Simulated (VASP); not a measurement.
BeH2, 3 atoms in the cell. It takes space group I4/mmm (No. 139, tetragonal). The conventional cell has a = 2.112 Å, b = 2.112 Å, c = 8.371 Å, α = 90.00°, β = 90.00°, γ = 90.00°. Within 2.4 Å of Be (site symmetry 4/mmm) lie 8 H at 1.80 Å and 4 Be at 2.11 Å. H (site symmetry 4mm) has 4 Be at 1.80 Å and 5 H at 2.00 to 2.11 Å within 2.4 Å. The cell was built from a structure type or drawn by symmetry, and may not be a known phase.

* Program: VASP 6.6.1
* Task: single point
* Functional: PBE
* Potentials or basis: VASP PAW PBE potentials, release 64 (Be, H)
* Cutoff: 520 eV
* k mesh: 10 × 10 × 10
* Occupations: gaussian, width 0.1 eV
* Spin: no spin polarisation
* Dipole correction: no
* Further INCAR settings: ALGO = Normal; EDIFF = 1e-06; NBANDS = 9

Potentials or basis: VASP PAW PBE potentials, release 64 (Be, H).

Launch:

```bash
$ cat potpaw_PBE.64/Be/POTCAR potpaw_PBE.64/H/POTCAR > POTCAR
$ mpirun -np 1 vasp_std > vasp.out
```

Hardware: 1 thread of Intel(R) Xeon(R) Platinum 8259CL CPU @ 2.50GHz (Skylake/Cascade Lake), with other jobs on the host.

**Question.** How long does it take, and how much memory?

**Answer.** Run time: 34 s on 1 thread of Intel(R) Xeon(R) Platinum 8259CL CPU @ 2.50GHz (Skylake/Cascade Lake), on a shared host, peak memory 0.19 GiB. Counts: scf iterations 10, k points 102.
